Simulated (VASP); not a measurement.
Input of a VASP 6.6.1 run:

INCAR

```
PREC = Accurate
ENCUT = 520
EDIFF = 1E-6
ISMEAR = 0
SIGMA = 0.1
LREAL = False
LASPH = True
NELM = 80
ALGO = Normal
ISIF = 2
LWAVE = False
LCHARG = False
GGA = PE
NBANDS = 36
```

KPOINTS

```
Automatic mesh
0
Gamma
  4 4 4
```

The input POSCAR:

```
Sc4Ta
1.0
    5.0130145497      0.0000000000      0.0000000000
    0.0000000000      5.0130145497      0.0000000000
    0.0000000000      0.0000000000      5.0130145497
Sc Ta
4 1
Direct
    0.2852945509      0.2852945509      0.2852945509
    0.7147054491      0.7147054491      0.2852945509
    0.2852945509      0.7147054491      0.7147054491
    0.7147054491      0.2852945509      0.7147054491
    0.0000000000      0.0000000000      0.0000000000
```

Potentials or basis: VASP PAW PBE potentials, release 64 (Sc_sv, Ta_pv).

Run with:

```sh
$ cat potpaw_PBE.64/Sc_sv/POTCAR potpaw_PBE.64/Ta_pv/POTCAR > POTCAR
$ mpirun -np 1 vasp_std > vasp.out
```

Q: Predict the largest force.

A: 0.082 eV/Å.

Q: Predict the pressure.

A: 0.3 GPa.

Forces in eV/Å, atoms in the order of the input:
```
Sc   0.047  0.047  0.047
Sc  -0.047 -0.047  0.047
Sc   0.047 -0.047 -0.047
Sc  -0.047  0.047 -0.047
Ta   0.000  0.000  0.000
```
